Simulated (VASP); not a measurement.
A run of VASP 6.6.1 is set up as follows.

POSCAR

```
Ta
1.0
   -1.6533592789      1.6533592789      1.6533592789
    1.6533592789     -1.6533592789      1.6533592789
    1.6533592789      1.6533592789     -1.6533592789
Ta
1
Direct
    0.0000000000      0.0000000000      0.0000000000
```

Contents of INCAR.step1:

```
SYSTEM = Ta
  ALGO = Normal
  EDIFF = 1E-4
  ENCUT = 520
  GGA = PE
  ISMEAR = 1
  LASPH = .True.
  LCHARG = .False.
  LREAL = .False.
  LWAVE = .True.
  NBANDS = 12
  NELM = 80
  PREC = Accurate
  SIGMA = 0.2
```

INCAR.step2

```
SYSTEM = Ta
  ALGO = Normal
  EDIFF = 1E-6
  ENCUT = 520
  ISIF = 2
  ISMEAR = 1
  ISTART = 1
  LASPH = .True.
  LCHARG = .False.
  LMIXTAU = .True.
  LREAL = .False.
  LWAVE = .False.
  METAGGA = R2SCAN
  NBANDS = 12
  NELM = 80
  PREC = Accurate
  SIGMA = 0.2
```

The input KPOINTS:

```
k-points
0
Gamma
  13 13 13
  0 0 0
```

Potentials or basis: VASP PAW PBE potentials, release 64 (Ta_pv).

Launch:

```sh
$ cat potpaw_PBE.64/Ta_pv/POTCAR > POTCAR
$ cp INCAR.step1 INCAR
$ mpirun -np 1 vasp_std > vasp.out
$ cp INCAR.step2 INCAR
$ mpirun -np 1 vasp_std > vasp.out
```

Predict the pressure.

0.7 GPa.

Caveat: the PAW data sets were made with another functional, which shifts forces and pressure a little.
